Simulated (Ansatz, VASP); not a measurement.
# Hf: VASP beside Ansatz

```xyz
2
Lattice="3.2714 0.0000 0.0000 -1.6357 2.8331 0.0000 0.0000 0.0000 4.8619" Properties=species:S:1:pos:R:3 pbc="T T T"
Hf    0.0000    1.8887    1.2155
Hf    1.6357    0.9444    3.6464
```

Change from the starting cell: z stretched by -4 % at fixed volume, crystal datasets.

Alike in both runs: task electric field gradients; functional PBE; k mesh 14 × 14 × 8; occupations fermi-dirac, width 0.05 eV; no spin polarisation.

|  | VASP | Ansatz |
| --- | --- | --- |
| version | VASP 6.6.1 | Ansatz 0.2.0 |
| potentials or method | VASP PAW PBE potentials, release 64 (Hf_pv), cutoff 520 eV | all-electron PAW with datasets made for the crystal, scalar-relativistic |

VASP gave:

```
pressure (GPa)                                                : -0.1
traceless stress, the component that is largest in VASP (GPa) : 5.14
size of Vzz on the site where it differs most (V/Å²)          : 125.4
```

Q: What did Ansatz give for the same quantities?

A: Pressure (GPa): 0.4; traceless stress, the component that is largest in VASP (GPa): 5.21; size of Vzz on the site where it differs most (V/Å²): 135.2.

Ansatz ran all-electron here, and VASP with PAW potentials.

Spin-orbit coupling is off throughout.
